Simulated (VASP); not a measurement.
# Al32H in VASP: single point with PBE+D3(BJ)

Aim: the single point of Al32H with PBE+D3(BJ).

All numbers are computed with VASP 6.6.1; they aren't measurements. Logs are shortened: lines on timing, memory, paths and dates and some standing lists are left out, and cuts for length are marked.

## 1. The cell of the first run

The cell holds a slab with vacuum, 33 atoms: a = 5.629 Å, b = 5.629 Å, c = 33.555 Å, α = 90.00°, β = 90.00°, γ = 120.00°.

## 2. Single point, PBE+D3(BJ)

File INCAR:

```
PREC = Accurate
ENCUT = 520
EDIFF = 1E-6
ISMEAR = 0
SIGMA = 0.1
LREAL = Auto
LASPH = T
NELM = 60
ALGO = Normal
ISIF = 2
LWAVE = F
LCHARG = F
LDIPOL = T
IDIPOL = 3
DIPOL = 0.5 0.5 0.370
GGA = PE
IVDW = 12
NBANDS = 70
```

File KPOINTS:

```
regular mesh
0
Gamma
  6 6 1
```

File POSCAR:

```
Al32H
1.0
    5.6288445222      0.0000000000      0.0000000000
   -2.8144222611      4.8747223502      0.0000000000
    0.0000000000      0.0000000000     33.5549453352
Al H
32 1
Direct
    0.1666666667      0.3333333333      0.1192074658
    0.1666666667      0.8333333333      0.1192074658
    0.6666666667      0.3333333333      0.1192074658
    0.6666666667      0.8333333333      0.1192074658
    0.0000000000      0.0000000000      0.1880575786
    0.0000000000      0.5000000000      0.1880575786
    0.5000000000      0.0000000000      0.1880575786
    0.5000000000      0.5000000000      0.1880575786
    0.3333333333      0.1666666667      0.2569076914
    0.3333333333      0.6666666667      0.2569076914
    0.8333333333      0.1666666667      0.2569076914
    0.8333333333      0.6666666667      0.2569076914
    0.0000000000      0.0000000000      0.3257578042
    0.0000000000      0.5000000000      0.3257578042
    0.5000000000      0.0000000000      0.3257578042
    0.5000000000      0.5000000000      0.3257578042
    0.1666666667      0.3333333333      0.3941383343
    0.1666666667      0.8333333333      0.3941383343
    0.6666666667      0.3333333333      0.3941383343
    0.6666666667      0.8333333333      0.3941383343
    0.0000000000      0.0000000000      0.4632563468
    0.0000000000      0.5000000000      0.4632563468
    0.5000000000      0.0000000000      0.4632563468
    0.5000000000      0.5000000000      0.4632563468
    0.3333333333      0.1666666667      0.5326957441
    0.3333333333      0.6666666667      0.5326957441
    0.8333333333      0.1666666667      0.5326957441
    0.8333333333      0.6666666667      0.5326957441
    0.0000000000      0.0000000000      0.6036351761
    0.0000000000      0.5000000000      0.6036351761
    0.5000000000      0.0000000000      0.6036351761
    0.5000000000      0.5000000000      0.6036351761
    0.0000000000      0.0000000000      0.6781398422
```

Potentials or basis: VASP PAW PBE potentials, release 64 (Al, H).

Started as:

```
$ cat potpaw_PBE.64/Al/POTCAR potpaw_PBE.64/H/POTCAR > POTCAR
$ mpirun -np 1 vasp_std > vasp.out
```

OUTCAR:

```text
PREC = Accurate
   ENCUT = 520
   EDIFF = 1E-6
   ISMEAR = 0
   LREAL = Auto
   LASPH = T
   NELM = 60
   ISIF = 2
   GGA = PE
   IVDW = 12
 IVDW          = 12

 ion  position               nearest neighbor table
   1  0.167  0.333  0.119-   3 2.81   3 2.81   4 2.81   2 2.81   2 2.81   4 2.81   8 2.82   5 2.82
                             6 2.82
   2  0.167  0.833  0.119-   4 2.81   4 2.81   1 2.81   1 2.81   3 2.81   3 2.81   7 2.82   6 2.82
                             5 2.82
   3  0.667  0.333  0.119-   1 2.81   1 2.81   4 2.81   4 2.81   2 2.81   2 2.81   6 2.82   7 2.82
                             8 2.82
   4  0.667  0.833  0.119-   2 2.81   2 2.81   3 2.81   3 2.81   1 2.81   1 2.81   5 2.82   8 2.82
                             7 2.82
   5  0.000  0.000  0.188-   7 2.81   7 2.81   8 2.81   6 2.81   6 2.81   8 2.81   9 2.82   4 2.82
                            12 2.82   1 2.82   2 2.82  11 2.82
   6  0.000  0.500  0.188-   8 2.81   8 2.81   5 2.81   5 2.81   7 2.81   7 2.81  10 2.82   3 2.82
                            11 2.82   2 2.82  12 2.82   1 2.82
   7  0.500  0.000  0.188-   5 2.81   5 2.81   8 2.81   8 2.81   6 2.81   6 2.81  11 2.82   2 2.82
                             3 2.82  10 2.82   9 2.82   4 2.82
   8  0.500  0.500  0.188-   6 2.81   6 2.81   7 2.81   7 2.81   5 2.81   5 2.81  12 2.82   1 2.82
                             4 2.82   9 2.82   3 2.82  10 2.82
   9  0.333  0.167  0.257-  11 2.81  11 2.81  12 2.81  10 2.81  10 2.81  12 2.81  13 2.82   5 2.82
[... 32 lines left out ...]
                            23 2.84  29 2.88  32 2.88  31 2.88
  26  0.333  0.667  0.533-  28 2.81  28 2.81  25 2.81  25 2.81  27 2.81  27 2.81  22 2.84  23 2.84
                            24 2.84  30 2.88  31 2.88  32 2.88
  27  0.833  0.167  0.533-  25 2.81  25 2.81  28 2.81  28 2.81  26 2.81  26 2.81  23 2.84  22 2.84
                            21 2.84  31 2.88  30 2.88  29 2.88
  28  0.833  0.667  0.533-  26 2.81  26 2.81  27 2.81  27 2.81  25 2.81  25 2.81  24 2.84  21 2.84
                            22 2.84  32 2.88  29 2.88  30 2.88
  29  0.000  0.000  0.604-  31 2.81  31 2.81  32 2.81  30 2.81  30 2.81  32 2.81  25 2.88  28 2.88
                            27 2.88
  30  0.000  0.500  0.604-  32 2.81  32 2.81  29 2.81  29 2.81  31 2.81  31 2.81  26 2.88  27 2.88
                            28 2.88
  31  0.500  0.000  0.604-  29 2.81  29 2.81  32 2.81  32 2.81  30 2.81  30 2.81  27 2.88  26 2.88
                            25 2.88
  32  0.500  0.500  0.604-  30 2.81  30 2.81  31 2.81  31 2.81  29 2.81  29 2.81  28 2.88  25 2.88
                            26 2.88
  33  0.000  0.000  0.678-

  LATTYP: Found a hexagonal cell.
 ALAT       =     5.6288445222
 C/A-ratio  =     5.9612492764

  Lattice vectors:

 A1 = (   5.6288445222,   0.0000000000,   0.0000000000)
 A2 = (  -2.8144222611,   4.8747223502,   0.0000000000)
 A3 = (   0.0000000000,   0.0000000000,  33.5549453352)

Analysis of symmetry for initial positions (statically):
=====================================================================
 Subroutine PRICEL returns:
 Original cell was already a primitive cell.

 Routine SETGRP: Setting up the symmetry group for a
 hexagonal supercell.

 Subroutine GETGRP returns: Found  6 space group operations
 (whereof  6 operations were pure point group operations)
 out of a pool of 24 trial point group operations.

The static configuration has the point symmetry C_3v.

Analysis of symmetry for dynamics (positions and initial velocities):
=====================================================================
 Subroutine PRICEL returns:
 Original cell was already a primitive cell.

 Routine SETGRP: Setting up the symmetry group for a
 hexagonal supercell.

 Subroutine GETGRP returns: Found  6 space group operations
 (whereof  6 operations were pure point group operations)
 out of a pool of 24 trial point group operations.

The dynamic configuration has the point symmetry C_3v.

 Subroutine INISYM returns: Found  6 space group operations
 (whereof  6 operations are pure point group operations),
 and found     1 'primitive' translations

----------------------------------------------------------------------------------------

                                     Primitive cell

  volume of cell :     920.7160

  direct lattice vectors                    reciprocal lattice vectors
     5.628844522  0.000000000  0.000000000     0.177656355  0.102569944  0.000000000
    -2.814422261  4.874722350  0.000000000     0.000000000  0.205139889  0.000000000
     0.000000000  0.000000000 33.554945335     0.000000000  0.000000000  0.029801866

  length of vectors
     5.628844522  5.628844522 33.554945335     0.205139889  0.205139889  0.029801866

  position of ions in fractional coordinates (direct lattice)
     0.166666667  0.333333333  0.119207466
     0.166666667  0.833333333  0.119207466
     0.666666667  0.333333333  0.119207466
     0.666666667  0.833333333  0.119207466
     0.000000000  0.000000000  0.188057579
     0.000000000  0.500000000  0.188057579
[... 25 lines left out ...]
     0.500000000  0.500000000  0.603635176
     0.000000000  0.000000000  0.678139842

  ion indices of the primitive-cell ions
   primitive index   ion index
                 1           1
                 2           2
                 3           3
                 4           4
                 5           5
                 6           6
[... 25 lines left out ...]
                32          32
                33          33

----------------------------------------------------------------------------------------

 KPOINTS: regular mesh

Automatic generation of k-mesh.
 Grid dimensions read from file:
 generate k-points for:    6    6    1

 Generating k-lattice:

  Cartesian coordinates                     Fractional coordinates (reciprocal lattice)
     0.029609392  0.017094991  0.000000000     0.166666667 -0.000000000  0.000000000
     0.000000000  0.034189981  0.000000000     0.000000000  0.166666667  0.000000000
     0.000000000  0.000000000  0.029801866     0.000000000  0.000000000  1.000000000

  Length of vectors
     0.034189981  0.034189981  0.029801866

  Shift w.r.t. Gamma in fractional coordinates (k-lattice)
     0.000000000  0.000000000  0.000000000

 Subroutine IBZKPT returns following result:
 ===========================================

 Found      7 irreducible k-points:

 Following reciprocal coordinates:
            Coordinates               Weight
  0.000000  0.000000  0.000000      1.000000
  0.166667  0.000000  0.000000      6.000000
  0.333333  0.000000  0.000000      6.000000
  0.500000  0.000000  0.000000      3.000000
  0.166667  0.166667  0.000000      6.000000
  0.333333  0.166667  0.000000     12.000000
  0.333333  0.333333  0.000000      2.000000
   k-points           NKPTS =      7   k-points in BZ     NKDIM =      7   number of bands    NBANDS=     70
   number of dos      NEDOS =    301   number of ions     NIONS =     33
   total plane-waves  NPLWV = 441000
   dimension x,y,z NGX =    42 NGY =   42 NGZ =  250
   dimension x,y,z NGXF=    84 NGYF=   84 NGZF=  500
   ions per type =              32   1
   NGX,Y,Z   is equivalent  to a cutoff of  12.40, 12.40, 12.39 a.u.
   NGXF,Y,Z  is equivalent  to a cutoff of  24.81, 24.81, 24.77 a.u.
 SYSTEM =  unknown system
   PREC   = accura    normal or accurate (medium, high low for compatibility)
   ISTART =      0    job   : 0-new  1-cont  2-samecut
   ICHARG =      2    charge: 1-file 2-atom 10-const
   ISPIN  =      1    spin polarized calculation?
   LNONCOLLINEAR =      F non collinear calculations
   LSORBIT =      F    spin-orbit coupling
   LASPH  =      T    aspherical Exc in radial PAW
   ENCUT  =  520.0 eV  38.22 Ry    6.18 a.u.  10.47 10.47 62.39*2*pi/ulx,y,z
   NELM   =     60;   NELMIN=  2; NELMDL= -5     # of ELM steps
   EDIFF  = 0.1E-05   stopping-criterion for ELM
   LREAL  =      T    real-space projection
   EDIFFG = 0.1E-04   stopping-criterion for IOM
   NSW    =      0    number of steps for IOM
   IBRION =     -1    ionic relax: 0-MD 1-quasi-New 2-CG
   NFREE  =      0    steps in history (QN), initial steepest desc. (CG)
   ISIF   =      2    stress and relaxation
   ISYM   =      2    0-nonsym 1-usesym 2-fastsym
   POTIM  = 0.5000    time-step for ionic-motion
   TEBEG  =    0.0;   TEEND  =   0.0 temperature during run
   PSTRESS=    0.0 pullay stress
   NELECT =      97.0000    total number of electrons
   NUPDOWN=      -1.0000    fix difference up-down
   EMIN   =  10.00;   EMAX   =-10.00  energy-range for DOS
   EFERMI =   0.00;   METHOD = LEGACY
   ISMEAR =     0;   SIGMA  =   0.10  broadening in eV -4-tet -1-fermi 0-gaus
   EFERMI_NEDOS =   21; number of points for ismear=-14 and -15
   IALGO  =     38    algorithm
   IMIX   =      4    mixing-type and parameters
     AMIX     =   0.40;   BMIX     =  1.00
     AMIX_MAG =   1.60;   BMIX_MAG =  1.00
  volume/ion in A,a.u.               =      27.90       188.28
  Fermi-wavevector in a.u.,A,eV,Ry     =   0.773197  1.461131  8.134021  0.597834
  Thomas-Fermi vector in A             =   1.874990
   LORBIT       =      0    0 simple, 1 ext, 2 COOP (PROOUT), +10 PAW based schemes
   GGA     = PE    functional components
   LHFCALC =     F    Hartree Fock is set to
   AEXX    =    0.0000 exact exchange contribution
   IVDW    =    12    specifies the selected vdW correction
   LEPSILON=     F    determine dielectric tensor
   LRPA    =     F    only Hartree local field effects (RPA)
 non-spin polarized calculation
 Gauss-broadening in eV      SIGMA  =   0.10
  energy-cutoff  :      520.00
  volume of cell :      920.72
 maximum number of plane-waves:     24893
 NGX is ok and might be reduce to    42
   NGX = 21   NGY = 21   NGZ =125

 dipolmoment           0.000000      0.000000     -0.520115 electrons x Angstroem

 number of electron      97.0000000 magnetization

 dipolmoment           0.000000      0.000000      0.228994 electrons x Angstroem

 Free energy of the ion-electron system (eV)
  ---------------------------------------------------
  ext. energy  EPLUGINS =         0.00000000
  ---------------------------------------------------
  free energy    TOTEN  =      -118.33800551 eV

  energy without entropy =     -118.28956326  energy(sigma->0) =     -118.31378439

 E-fermi :   2.5046     XC(G=0):  -6.3784

 val. band max:        2.4462590918   @ k =   0.3333   0.1667   0.0000
 cond. band min:       2.5157475184   @ k =   0.1667   0.0000   0.0000
 fundamental gap:      0.0694884265
 Fermi energy:         2.5046094771

 k-point     1 :       0.0000    0.0000    0.0000
  band No.  band energies     occupation
      1      -8.7277      2.00000
      2      -8.4095      2.00000
      3      -7.9269      2.00000
      4      -7.2459      2.00000
      5      -6.4139      2.00000
      6      -5.4018      2.00000
[... 430 lines left out ...]
     59       5.1540      0.00000
     60       5.1916      0.00000
 [bands above 60 left out]

------------------------ aborting loop because EDIFF is reached ----------------------------------------

 vacuum level on the upper side and lower side of the slab       (xc-potential included)         0.633        -0.821

 Edisp (eV)   -9.84844

 E8    (eV) :    -4.4681

  FORCE on cell =-STRESS in cart. coord.  units (eV):
  Direction    XX          YY          ZZ          XY          YZ          ZX
  --------------------------------------------------------------------------------------
  -------------------------------------------------------------------------------------
  Total      -4.02822    -4.02822    -4.03385     0.00000     0.00000     0.00000
  in kB      -7.00967    -7.00967    -7.01947     0.00000     0.00000     0.00000
  external pressure =       -7.01 kB  Pullay stress =        0.00 kB

 VOLUME and BASIS-vectors are now :
 -----------------------------------------------------------------------------
  energy-cutoff  :      520.00
  volume of cell :      920.72
      direct lattice vectors                 reciprocal lattice vectors
     5.628844522  0.000000000  0.000000000     0.177656355  0.102569944  0.000000000
    -2.814422261  4.874722350  0.000000000     0.000000000  0.205139889  0.000000000
     0.000000000  0.000000000 33.554945335     0.000000000  0.000000000  0.029801866

 POSITION                                       TOTAL-FORCE (eV/Angst)
 -----------------------------------------------------------------------------------
      0.00000      1.62491      4.00000        -0.000000      0.009499     -0.090530
     -1.40721      4.06227      4.00000         0.008226     -0.004749     -0.090530
      2.81442      1.62491      4.00000         0.000000      0.000000     -0.094739
      1.40721      4.06227      4.00000        -0.008226     -0.004749     -0.090530
      0.00000      0.00000      6.31026         0.000000      0.000000      0.077809
     -1.40721      2.43736      6.31026        -0.003756     -0.002169      0.082096
[... 25 lines left out ...]
      1.40721      2.43736     20.25495        -0.018517      0.010691      0.010581
      0.00000      0.00000     22.75495         0.000000      0.000000     -1.614879
 -----------------------------------------------------------------------------------
    total drift:                               -0.000000     -0.000000      0.017046

  FREE ENERGIE OF THE ION-ELECTRON SYSTEM (eV)
  ---------------------------------------------------
  free  energy   TOTEN  =      -128.1864450303 eV

  energy  without entropy=     -128.1380027827  energy(sigma->0) =     -128.16222391

 vacuum level on the upper side and lower side of the slab         8.071         6.593
```

Run time: 31 min. Hardware: 1 thread of Oxide Virtual Turin-like, shared host; peak memory 0.93 GiB.

Results:

| Property | Result |
| --- | --- |
| Free energy | -128.1864 eV |
| Largest force | 1.615 eV/Å |
| Dispersion energy per atom | -0.298 eV |

Forces in eV/Å, atoms in the order of the input:
```
Al   0.000  0.009 -0.091
Al   0.008 -0.005 -0.091
Al   0.000  0.000 -0.095
Al  -0.008 -0.005 -0.091
Al   0.000  0.000  0.078
Al  -0.004 -0.002  0.082
Al   0.000  0.004  0.082
Al   0.004 -0.002  0.082
Al  -0.004 -0.002  0.011
Al   0.000  0.000  0.002
Al   0.004 -0.002  0.011
Al   0.000  0.005  0.011
Al   0.000  0.000  0.030
Al  -0.008 -0.005  0.001
Al   0.000  0.010  0.001
Al   0.008 -0.005  0.001
Al   0.000 -0.026  0.016
Al  -0.023  0.013  0.016
Al   0.000  0.000  0.055
Al   0.023  0.013  0.016
Al   0.000  0.000 -0.066
Al  -0.035 -0.020  0.012
Al   0.000  0.041  0.012
Al   0.035 -0.020  0.012
Al  -0.029 -0.017 -0.012
Al   0.000  0.000 -0.070
Al   0.029 -0.017 -0.012
Al   0.000  0.034 -0.012
Al   0.000  0.000  1.591
Al   0.019  0.011  0.011
Al   0.000 -0.021  0.011
Al  -0.019  0.011  0.011
H    0.000  0.000 -1.615
```
